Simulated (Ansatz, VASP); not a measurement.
Two plane-wave programs on CdS

```
Cd S
1.0
     4.09767    0.00000    0.00000
    -2.04883    3.54868    0.00000
     0.00000    0.00000    3.82831
Cd S
1 1
Direct
  0.00000 0.00000 0.53079
  0.66667 0.33333 0.34621
```

Alike in both runs: functional PBE; dispersion D3(BJ); k mesh 12 × 12 × 8; occupations gaussian, width 0.02 eV; no spin polarisation.

Ansatz relaxed the structure, and its values are those at the end. VASP's run is a single point on that final structure, the one shown.

```csv
,VASP,Ansatz
version,VASP 6.6.1,Ansatz 0.2.0
potentials or method,"VASP PAW PBE potentials, release 64 (Cd_sv_GW, S), cutoff 630 eV","scalar-relativistic, plane waves, PAW"
valence electrons in the cell,26,26
```

Ansatz gave:

| Property | Result |
| --- | --- |
| gap on the k mesh at the Fermi level (eV) | 0.90 |
| least direct gap on the mesh (eV) | 1.24 |
| pressure (GPa) | 0.0 |

Question: What did VASP give for the same quantities?

Answer: gap on the k mesh at the Fermi level (eV): 0.92; least direct gap on the mesh (eV): 1.24; pressure (GPa): -0.1.
